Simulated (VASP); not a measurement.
# MgS (P6_3mc) in VASP: a series of runs, part 2 of 2

VASP 6.6.1. The steps go on from the part before.

**4. Relaxation of cell and atoms, PBE+D4**

The input, INCAR:

```
SYSTEM = MgS
PREC = Accurate ; ENCUT = 600
EDIFF = 1E-6 ; ISMEAR = -1
SIGMA = 0.05 ; LREAL = .FALSE.
LASPH = .TRUE. ; NELM = 80
ALGO = Normal ; ISIF = 3
LWAVE = .FALSE. ; LCHARG = .FALSE.
GGA = PE ; IVDW = 13
IBRION = 2 ; NSW = 60
EDIFFG = -0.01
```

The input, KPOINTS:

```
Automatic mesh
0
G
  8 8 4
  0 0 0
```

The input, POSCAR:

```
MgS
1.0
    4.0346224068      0.0000000000      0.0000000000
   -2.0173112034      3.4940854990      0.0000000000
    0.0000000000      0.0000000000      6.4322941800
S Mg
2 2
Direct
    0.6666666667      0.3333333333      0.8792441500
    0.3333333333      0.6666666667      0.3792441500
    0.3333333333      0.6666666667      0.9957548500
    0.6666666667      0.3333333333      0.4957548500
```

Potentials or basis: VASP PAW PBE potentials, release 64 (S, Mg).

Command:

```sh
$ cat potpaw_PBE.64/S/POTCAR potpaw_PBE.64/Mg/POTCAR > POTCAR
$ mpirun -np 1 vasp_std > vasp.out
```

OUTCAR:

```text
SYSTEM = MgS
   PREC = Accurate
   ENCUT = 600
   EDIFF = 1E-6
   ISMEAR = -1
   LREAL = .FALSE.
   LASPH = .TRUE.
   NELM = 80
   ISIF = 3
   GGA = PE
   IVDW = 13
   IBRION = 2
   NSW = 60
   EDIFFG = -0.01

 ion  position               nearest neighbor table
   1  0.667  0.333  0.879-   3 2.45   3 2.45   3 2.45   4 2.47
   2  0.333  0.667  0.379-   4 2.45   4 2.45   4 2.45   3 2.47
   3  0.333  0.667  0.996-   1 2.45   1 2.45   1 2.45   2 2.47
   4  0.667  0.333  0.496-   2 2.45   2 2.45   2 2.45   1 2.47

  LATTYP: Found a hexagonal cell.
 ALAT       =     4.0346224068
 C/A-ratio  =     1.5942741430

  Lattice vectors:

 A1 = (   4.0346224068,   0.0000000000,   0.0000000000)
 A2 = (  -2.0173112034,   3.4940854990,   0.0000000000)
 A3 = (   0.0000000000,   0.0000000000,   6.4322941800)

Analysis of symmetry for initial positions (statically):
=====================================================================
 Subroutine PRICEL returns:
[... 435 lines left out ...]
  free energy    TOTEN  =       -16.96555979 eV

  energy without entropy =      -16.96555979  energy(sigma->0) =      -16.96555979

 E-fermi :   2.2514     XC(G=0):  -8.4394

 val. band max:        1.2693279937   @ k =   0.0000   0.0000   0.0000
 cond. band min:       4.7983816103   @ k =   0.0000   0.0000   0.0000
 fundamental gap:      3.5290536166
 Fermi energy:         2.2514300194

 k-point     1 :       0.0000    0.0000    0.0000
  band No.  band energies     occupation
      1     -10.1700      2.00000
      2      -9.4192      2.00000
      3      -1.9917      2.00000
      4       0.7142      2.00000
      5       0.7142      2.00000
      6       1.1368      2.00000
      7       1.1368      2.00000
      8       1.2693      2.00000
      9       4.7984      0.00000
     10       6.0232      0.00000
     11       8.8069      0.00000
     12       8.8069      0.00000
[... 331 lines left out ...]
 k-point    24 :       0.3750    0.0000    0.5000
  band No.  band energies     occupation
      1      -9.4317      2.00000
      2      -9.4317      2.00000
      3      -1.6342      2.00000
      4      -1.6342      2.00000
      5       0.4033      2.00000
      6       0.4033      2.00000
      7       0.4570      2.00000
      8       0.4570      2.00000
      9       6.1504      0.00000
     10       6.1504      0.00000
     11       7.8205      0.00000
     12       7.8205      0.00000

 [... further k-points ...]

------------------------ aborting loop because EDIFF is reached ----------------------------------------

  DFT-D4 for vdW energy calculation

  Edisp (eV):   -0.91472
[... 27 lines left out ...]
  FREE ENERGIE OF THE ION-ELECTRON SYSTEM (eV)
  ---------------------------------------------------
  free  energy   TOTEN  =       -17.8802763688 eV

  energy  without entropy=      -17.8802763687  energy(sigma->0) =      -17.88027637

 reached required accuracy - stopping structural energy minimisation
```

Wall time 2.8 min (1 thread of Intel Xeon 8259CL, shared host); peak memory 0.25 GiB.

Results:

* Free energy: -17.8803 eV
* Relaxed volume: 22.34 Å³/atom
* Relaxed cell: a = 4.013 Å, b = 4.013 Å, c = 6.408 Å, α = 90.00°, β = 90.00°, γ = 120.00°
* Space group after relaxing (to 0.1 Å): P6_3mc (No. 186)
* Energy gained by relaxing: 1.1 meV/atom
* Ionic steps: 7
* Pressure after relaxing: 0.0 GPa
* Largest force after relaxing: 0.006 eV/Å
* Band gap on the k mesh: 3.53 eV
* Dispersion energy per atom: -0.229 eV

Forces on the atoms (eV/Å):
```
S    0.000  0.000  0.006
S    0.000  0.000  0.006
Mg   0.000  0.000 -0.006
Mg   0.000  0.000 -0.006
```

The path:
```csv
step,energy change (eV),largest force (eV/Å),pressure (GPa),volume (Å³)
1,0.0000,0.0507,-0.88,90.68
2,-0.0040,0.0121,0.18,89.06
3,-0.0041,0.0181,0.02,89.29
4,-0.0042,0.0108,0.02,89.31
5,-0.0042,0.0066,-0.01,89.35
6,-0.0042,0.0065,-0.01,89.35
7,-0.0043,0.0063,-0.02,89.36
```

Final structure:
```
CELL_PARAMETERS angstrom
4.01285 0.00000 0.00000
-2.00642 3.47523 0.00000
0.00000 0.00000 6.40791
ATOMIC_POSITIONS crystal
S 0.66667 0.33333 0.87822
S 0.33333 0.66667 0.37822
Mg 0.33333 0.66667 0.99678
Mg 0.66667 0.33333 0.49678
```

**5. Single point, PBEsol+D3(BJ)**

This run uses another cell than the first one, of 21.88 Å³/atom.

The input, INCAR:

```
SYSTEM = MgS
PREC     = Accurate       ! precision mode
ENCUT    = 520            ! plane-wave cutoff, eV
EDIFF    = 1E-6           ! SCF threshold, eV
ISMEAR   = -1             ! smearing method
SIGMA    = 0.05           ! smearing width, eV
LREAL    = .False.        ! projectors in reciprocal space
LASPH    = .True.         ! aspherical terms in the spheres
NELM     = 80             ! most SCF steps
ALGO     = Normal         ! electronic algorithm
ISIF     = 2              ! what is computed and relaxed
LWAVE    = .False.        ! write WAVECAR
LCHARG   = .True.         ! write CHGCAR
GGA      = PS             ! functional
IVDW     = 12             ! dispersion correction
LELF     = .True.         ! ELF
LVHAR    = .True.       
NBANDS   = 16             ! bands
```

The input, KPOINTS:

```
regular mesh
0
Gamma
  8 8 4
  0 0 0
```

The input, POSCAR:

```
MgS
1.0
    3.9925735947      0.0000000000      0.0000000000
   -1.9962867973      3.4576701595      0.0000000000
    0.0000000000      0.0000000000      6.3402202424
S Mg
2 2
Direct
    0.6666666667      0.3333333333      0.8791325749
    0.3333333333      0.6666666667      0.3791325749
    0.3333333333      0.6666666667      0.9958664251
    0.6666666667      0.3333333333      0.4958664251
```

Potentials or basis: VASP PAW PBE potentials, release 64 (S, Mg).

Command:

```sh
$ cat potpaw_PBE.64/S/POTCAR potpaw_PBE.64/Mg/POTCAR > POTCAR
$ mpirun -np 1 vasp_std > vasp.out
```

OUTCAR:

```text
SYSTEM = MgS
   PREC = Accurate
   ENCUT = 520
   EDIFF = 1E-6
   ISMEAR = -1
   LREAL = .False.
   LASPH = .True.
   NELM = 80
   ISIF = 2
   GGA = PS
   IVDW = 12
 IVDW          = 12

 ion  position               nearest neighbor table
   1  0.667  0.333  0.879-   3 2.42   3 2.42   3 2.42   4 2.43
   2  0.333  0.667  0.379-   4 2.42   4 2.42   4 2.42   3 2.43
   3  0.333  0.667  0.996-   1 2.42   1 2.42   1 2.42   2 2.43
   4  0.667  0.333  0.496-   2 2.42   2 2.42   2 2.42   1 2.43

  LATTYP: Found a hexagonal cell.
 ALAT       =     3.9925735947
 C/A-ratio  =     1.5880033497

  Lattice vectors:

 A1 = (   3.9925735947,   0.0000000000,   0.0000000000)
 A2 = (  -1.9962867973,   3.4576701595,   0.0000000000)
 A3 = (   0.0000000000,   0.0000000000,   6.3402202424)

Analysis of symmetry for initial positions (statically):
=====================================================================
 Subroutine PRICEL returns:
 Original cell was already a primitive cell.

 Routine SETGRP: Setting up the symmetry group for a
 hexagonal supercell.

 Subroutine GETGRP returns: Found 12 space group operations
 (whereof  6 operations were pure point group operations)
 out of a pool of 24 trial point group operations.

The static configuration has the point symmetry C_3v.
 The point group associated with its full space group is C_6v.

Analysis of symmetry for dynamics (positions and initial velocities):
=====================================================================
 Subroutine PRICEL returns:
 Original cell was already a primitive cell.

 Routine SETGRP: Setting up the symmetry group for a
 hexagonal supercell.

 Subroutine GETGRP returns: Found 12 space group operations
 (whereof  6 operations were pure point group operations)
 out of a pool of 24 trial point group operations.

The dynamic configuration has the point symmetry C_3v.
[... 124 lines left out ...]
     AMIX_MAG =   1.60;   BMIX_MAG =  1.00
  volume/ion in A,a.u.               =      21.88       147.66
  Fermi-wavevector in a.u.,A,eV,Ry     =   0.929112  1.755766 11.745207  0.863248
  Thomas-Fermi vector in A             =   2.055360
   LORBIT       =      0    0 simple, 1 ext, 2 COOP (PROOUT), +10 PAW based schemes
   GGA     = PS    functional components
   LHFCALC =     F    Hartree Fock is set to
   AEXX    =    0.0000 exact exchange contribution
   IVDW    =    12    specifies the selected vdW correction
   LEPSILON=     F    determine dielectric tensor
   LRPA    =     F    only Hartree local field effects (RPA)
 non-spin polarized calculation
  energy-cutoff  :      520.00
  volume of cell :       87.53
 maximum number of plane-waves:      2388
 NGX is ok and might be reduce to    30
   NGX = 15   NGY = 15   NGZ = 23

 number of electron      16.0000002 magnetization

 Free energy of the ion-electron system (eV)
  ---------------------------------------------------
  ext. energy  EPLUGINS =         0.00000000
  ---------------------------------------------------
  free energy    TOTEN  =       -17.85876391 eV

  energy without entropy =      -17.85876391  energy(sigma->0) =      -17.85876391

 E-fermi :   2.4117     XC(G=0):  -8.7074

 val. band max:        1.3735117566   @ k =   0.0000   0.0000   0.0000
 cond. band min:       4.8112376036   @ k =   0.0000   0.0000   0.0000
 fundamental gap:      3.4377258470
 Fermi energy:         2.4116795523

 k-point     1 :       0.0000    0.0000    0.0000
  band No.  band energies     occupation
      1     -10.1734      2.00000
      2      -9.3635      2.00000
      3      -2.0403      2.00000
      4       0.7497      2.00000
      5       0.7497      2.00000
      6       1.1971      2.00000
[... 433 lines left out ...]
      3      -1.6748      2.00000
      4      -1.6748      2.00000
      5       0.4578      2.00000
      6       0.4578      2.00000
[... 8 lines left out ...]
     15      10.5574      0.00000
     16      10.5574      0.00000

 [... further k-points ...]

------------------------ aborting loop because EDIFF is reached ----------------------------------------

 Edisp (eV)   -0.97479

 E8    (eV) :    -0.6085

  FORCE on cell =-STRESS in cart. coord.  units (eV):
  Direction    XX          YY          ZZ          XY          YZ          ZX
  --------------------------------------------------------------------------------------
  -------------------------------------------------------------------------------------
  Total      -0.02564    -0.02564    -0.01772    -0.00000     0.00000     0.00000
  in kB      -0.46930    -0.46930    -0.32445    -0.00000     0.00000     0.00000
  external pressure =       -0.42 kB  Pullay stress =        0.00 kB

 VOLUME and BASIS-vectors are now :
 -----------------------------------------------------------------------------
  energy-cutoff  :      520.00
  volume of cell :       87.53
      direct lattice vectors                 reciprocal lattice vectors
     3.992573595  0.000000000  0.000000000     0.250465014  0.144606043  0.000000000
    -1.996286797  3.457670160  0.000000000     0.000000000  0.289212086  0.000000000
     0.000000000  0.000000000  6.340220242     0.000000000  0.000000000  0.157723228

 POSITION                                       TOTAL-FORCE (eV/Angst)
 -----------------------------------------------------------------------------------
      1.99629      1.15256      5.57389        -0.000000      0.000000      0.001104
     -0.00000      2.30511      2.40378         0.000000     -0.000000      0.001104
     -0.00000      2.30511      6.31401         0.000000     -0.000000     -0.001104
      1.99629      1.15256      3.14390         0.000000     -0.000000     -0.001104
 -----------------------------------------------------------------------------------
    total drift:                                0.000000      0.000000     -0.000115

  FREE ENERGIE OF THE ION-ELECTRON SYSTEM (eV)
  ---------------------------------------------------
  free  energy   TOTEN  =       -18.8335560444 eV

  energy  without entropy=      -18.8335560444  energy(sigma->0) =      -18.83355604
```

stdout:

```text
POSCAR found type information on POSCAR S Mg
 POSCAR found :  2 types and       4 ions
 scaLAPACK will be used
 -----------------------------------------------------------------------------
|                                                                             |
|                                                                             |
|     You enforced a specific xc type in the INCAR file but a different       |
|     I HOPE YOU KNOW WHAT YOU ARE DOING!                                     |
|                                                                             |
 -----------------------------------------------------------------------------

 LDA part: xc-table for (Slater+PW92), standard interpolation
 POSCAR, INCAR and KPOINTS ok, starting setup
 FFT: planning ... GRIDC
 FFT: planning ... GRID_SOFT
 FFT: planning ... GRID
 WAVECAR not read
 entering main loop
```

Wall time 59 s (1 thread of Intel Xeon 8259CL, shared host); peak memory 0.22 GiB.

What came out:

```
Free energy                : -18.8336 eV
Pressure                   : 0.0 GPa
Band gap on the k mesh     : 3.44 eV
Dispersion energy per atom : -0.244 eV
```

Caveat: the PAW data sets were made with another functional, which shifts forces and pressure a little.

**6. Single point, PBEsol+D3(BJ)**

This run uses another cell than the first one, of 21.96 Å³/atom.

The input, INCAR:

```
PREC = Accurate
ENCUT = 520
EDIFF = 1E-6
ISMEAR = -1
SIGMA = 0.05
LREAL = F
LASPH = T
NELM = 100
ALGO = Normal
ISIF = 2
LWAVE = F
LCHARG = F
GGA = PS
IVDW = 12
NBANDS = 16
```

The input, KPOINTS:

```
Automatic mesh
0
Gamma
  8 8 4
```

The input, POSCAR:

```
MgS
1.0
    3.9965239115      0.0000000000      0.0000000000
   -1.9982619558      3.4610912342      0.0000000000
    0.0000000000      0.0000000000      6.3489832387
S Mg
2 2
Direct
    0.6666666667      0.3333333333      0.8790825352
    0.3333333333      0.6666666667      0.3790825352
    0.3333333333      0.6666666667      0.9959164648
    0.6666666667      0.3333333333      0.4959164648
```

Potentials or basis: VASP PAW PBE potentials, release 64 (S, Mg).

Command:

```sh
$ cat potpaw_PBE.64/S/POTCAR potpaw_PBE.64/Mg/POTCAR > POTCAR
$ mpirun -np 1 vasp_std > vasp.out
```

Run time: 62 s. Hardware: 1 thread of Intel Xeon 8259CL, shared host; peak memory 0.22 GiB.

It converged, with:

- Free energy: -18.8333 eV
- Pressure: -0.2 GPa
- Band gap on the k mesh: 3.42 eV
- Dispersion energy per atom: -0.243 eV

Levels at points of the mesh, in eV from the valence-band top:
| k point | band 5 | band 6 | band 7 | band 8 | band 9 | band 10 | band 11 | band 12 |
| --- | --- | --- | --- | --- | --- | --- | --- | --- |
| (0.00, 0.00, 0.00) | -0.62 | -0.17 | -0.17 | 0.00 | 3.42 | 4.64 | 7.43 | 7.43 |
| (0.50, 0.00, 0.00) | -2.00 | -1.32 | -1.01 | -0.49 | 4.58 | 5.08 | 5.79 | 7.40 |
| (0.00, 0.00, 0.50) | -0.40 | -0.40 | -0.40 | -0.40 | 4.91 | 4.91 | 7.56 | 7.56 |
| (0.50, 0.00, 0.50) | -0.95 | -0.95 | -0.85 | -0.85 | 4.52 | 4.52 | 6.24 | 6.24 |

Caveat: three body term missing; the PAW data sets were made with another functional, which shifts forces and pressure a little.

**7. The runs side by side**

```csv
task,level,cell,cutoff (eV),gap on the mesh (eV),pressure (GPa),relaxed volume (Å³/atom),largest force (eV/Å)
relaxation of cell and atoms,PBE,"relaxed from a = 4.035, b = 4.035, c = 6.432 Å, angles 90.0, 90.0, 120.0°, 4 atoms",600,3.38,0.0,23.05,-
relaxation of cell and atoms,PBE+D3(BJ),"relaxed from a = 4.035, b = 4.035, c = 6.432 Å, angles 90.0, 90.0, 120.0°, 4 atoms",600,3.54,0.0,22.20,0.01
relaxation of cell and atoms,PBE+D4,"relaxed from a = 4.035, b = 4.035, c = 6.432 Å, angles 90.0, 90.0, 120.0°, 4 atoms",600,3.53,0.0,22.34,0.01
single point,PBEsol+D3(BJ),"a = 3.993, b = 3.993, c = 6.340 Å, angles 90.0, 90.0, 120.0°, 4 atoms",520,3.44,0.0,-,-
single point,PBEsol+D3(BJ),"a = 3.997, b = 3.997, c = 6.349 Å, angles 90.0, 90.0, 120.0°, 4 atoms",520,3.42,-0.2,-,-
```

Alike in all rows: potentials or basis VASP PAW PBE potentials, release 64 (S, Mg); no spin polarisation; k mesh 8 × 8 × 4; smearing fermi-dirac 0.05 eV.

Caveats: the PAW data sets were made with another functional, which shifts forces and pressure a little (at least some runs); three body term missing (at least some runs).

Total energies depend on the potentials used, so only differences within one code and one set of settings carry meaning.
